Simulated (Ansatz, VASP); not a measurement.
Be2Te in VASP and in Ansatz

```
Be Te
1.0
     0.00000    3.04370    3.04370
     3.04370    0.00000    3.04370
     3.04370    3.04370    0.00000
Be Te
2 1
Direct
  0.25000 0.25000 0.25000
  0.75000 0.75000 0.75000
  0.00000 0.00000 0.00000
```

Alike in both runs: task single point; functional PBE; k mesh 14 × 14 × 14; occupations fermi-dirac, width 0.1 eV; no spin polarisation.

```csv
,VASP,Ansatz
version,VASP 6.6.1,Ansatz 0.2.0
potentials or method,"VASP PAW PBE potentials, release 64 (Be, Te), cutoff 600 eV","scalar-relativistic, plane waves, PAW"
valence electrons in the cell,10,20
```

```tsv
	VASP	Ansatz	Ansatz less VASP
gap on the k mesh at the Fermi level (eV)	none	none	-
pressure (GPa)	0.0	0.0	-0.06
```

A gap of «none» marks a metal or a gap that the smearing closes. VASP's potentials hold 10 valence electrons a cell and Ansatz's 20, so a difference there can come from the potentials and not from the codes.

Neither program's run includes spin-orbit coupling.
